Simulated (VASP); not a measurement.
Wanted: the native input for a VASP 6.6.1 run.

```
Task                   : single point
Functional             : PBE
Potentials or basis    : VASP PAW PBE potentials, release 64 (B, P)
Cutoff                 : 500 eV
k mesh                 : 4 × 4 × 4
Occupations            : gaussian, width 0.01 eV
Spin                   : no spin polarisation
Dipole correction      : no
Further INCAR settings : ALGO = Normal; EDIFF = 1e-06; NBANDS = 11
```

The structure of BP lies in POSCAR:

```
BP
1.0
    0.0000000000      2.2383340787      2.2383340787
    2.2383340787      0.0000000000      2.2383340787
    2.2383340787      2.2383340787      0.0000000000
B P
1 1
Direct
    0.0000000000      0.0000000000      0.0000000000
    0.2500000000      0.2500000000      0.2500000000
```

One way to write it, as run:

INCAR

```
  PREC = Accurate
  ENCUT = 500
  EDIFF = 1E-6
  ISMEAR = 0
  SIGMA = 0.01
  LREAL = F
  LASPH = T
  NELM = 120
  ALGO = Normal
  ISIF = 2
  LWAVE = F
  LCHARG = T
  GGA = PE
  LELF = T
  LVHAR = T
  NBANDS = 11
  GGA_COMPAT = F
```

KPOINTS

```
regular mesh
0
Gamma
  4 4 4
```

Potentials or basis: VASP PAW PBE potentials, release 64 (B, P).

Command:

```sh
$ cat potpaw_PBE.64/B/POTCAR potpaw_PBE.64/P/POTCAR > POTCAR
$ mpirun -np 1 vasp_std > vasp.out
```

It gave:

```yaml
Pressure: 9.4 GPa
Band_gap_on_the_k_mesh: 1.23 eV, indirect (least direct gap 3.44 eV)
```

Caveat: the k points lie up to 0.61 Å⁻¹ apart.

Run time: 3.7 s on 1 thread of AMD EPYC 7R13 Processor (Zen 3), with other jobs on the host, peak memory 0.1 GiB.
